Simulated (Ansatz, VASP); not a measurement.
## Ti in VASP and in Ansatz

```xyz
1
Lattice="0.0000 2.0698 2.0698 2.0698 0.0000 2.0698 2.0698 2.0698 0.0000" Properties=species:S:1:pos:R:3 pbc="T T T"
Ti    0.0000    0.0000    0.0000
```

Change from the starting cell: volume scaled by 1.06.

Alike in both runs: task single point; functional LDA; k mesh 15 × 15 × 15; occupations fermi-dirac, width 0.05 eV; no spin polarisation.

```csv
,VASP,Ansatz
version,VASP 6.6.1,Ansatz 0.2.0
potentials or method,"VASP PAW LDA potentials, release 64 (Ti_sv), cutoff 500 eV","all-electron LAPW, scalar-relativistic"
```

Ansatz gave:

| Quantity | Value |
| --- | --- |
| pressure (GPa) | -10.4 |

Question: Which values does VASP return?

Answer: Pressure (GPa): -10.5.

LDA's correlation is that of Perdew and Zunger in VASP and of Perdew and Wang (1992) in Ansatz. Ansatz ran all-electron here, and VASP with PAW potentials.
